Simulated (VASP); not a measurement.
Ge, 4 atoms in the cell. The cell holds a slab with vacuum, 4 atoms: a = 4.023 Å, b = 4.023 Å, c = 18.869 Å, α = 90.00°, β = 90.00°, γ = 120.00°.  This cell differs from its parent crystal: layers slid over each other.

```yaml
Program: VASP 6.6.1
Task: single point
Functional: PBE
Dispersion: D3(BJ)
Potentials_or_basis: VASP PAW PBE potentials, release 64 (Ge_d)
Cutoff: 520 eV
k_mesh: 9 × 9 × 1
Occupations: gaussian, width 0.1 eV
Spin: no spin polarisation
Dipole_correction: yes
Further_INCAR_settings: ALGO = Normal; EDIFF = 1e-06; NBANDS = 36
```

Potentials or basis: VASP PAW PBE potentials, release 64 (Ge_d).

The run is started by

```bash
$ cat potpaw_PBE.64/Ge_d/POTCAR > POTCAR
$ mpirun -np 1 vasp_std > vasp.out
```

Hardware: 1 thread of Intel(R) Xeon(R) Platinum 8488C (Sapphire Rapids), with other jobs on the host.

**Question.** How long does it take, and how much memory?

**Answer.** Wall time 3.5 min on 1 thread of Intel(R) Xeon(R) Platinum 8488C (Sapphire Rapids) (shared host), peak memory 0.44 GiB. Counts: scf iterations 21, k points 25.
